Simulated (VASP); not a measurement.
A run of VASP 6.6.1 is set up as follows.

POSCAR

```
Al2Cu
1.0
    4.1051820000      0.0000000000      0.0000000000
    0.0000000000      4.1051820000      0.0000000000
    0.0000000000      0.0000000000      2.8913130000
Al Cu
2 1
Direct
    0.5000000000      0.0000000000      0.5000000000
    0.0000000000      0.5000000000      0.5000000000
    0.0000000000      0.0000000000      0.0000000000
```

INCAR.step1

```
PREC = Accurate
ENCUT = 520
ISMEAR = 0
SIGMA = 0.1
LREAL = False
LASPH = True
NELM = 80
NBANDS = 16
GGA = PE
ALGO = Normal
EDIFF = 1E-4
LWAVE = True
LCHARG = False
```

Contents of INCAR.step2:

```
PREC = Accurate
ENCUT = 520
EDIFF = 1E-6
ISMEAR = 0
SIGMA = 0.1
LREAL = False
LASPH = True
NELM = 80
ALGO = Normal
ISIF = 2
LWAVE = False
LCHARG = True
METAGGA = R2SCAN
LMIXTAU = True
LELF = True
LVHAR = True
NBANDS = 16
ISTART = 1
```

KPOINTS

```
Automatic mesh
0
Gamma
  4 4 6
```

Potentials or basis: VASP PAW PBE potentials, release 64 (Al, Cu).

Command:

```sh
$ cat potpaw_PBE.64/Al/POTCAR potpaw_PBE.64/Cu/POTCAR > POTCAR
$ cp INCAR.step1 INCAR
$ mpirun -np 1 vasp_std > vasp.out
$ cp INCAR.step2 INCAR
$ mpirun -np 1 vasp_std > vasp.out
```

Q: What does it give for the pressure?

A: -2.3 GPa.

Stress tensor (GPa, compression positive):
```
-3.36  0.00  0.00
 0.00 -3.36  0.00
 0.00  0.00 -0.25
```

Caveat: the k points lie up to 0.38 Å⁻¹ apart; the PAW data sets were made with another functional, which shifts forces and pressure a little.
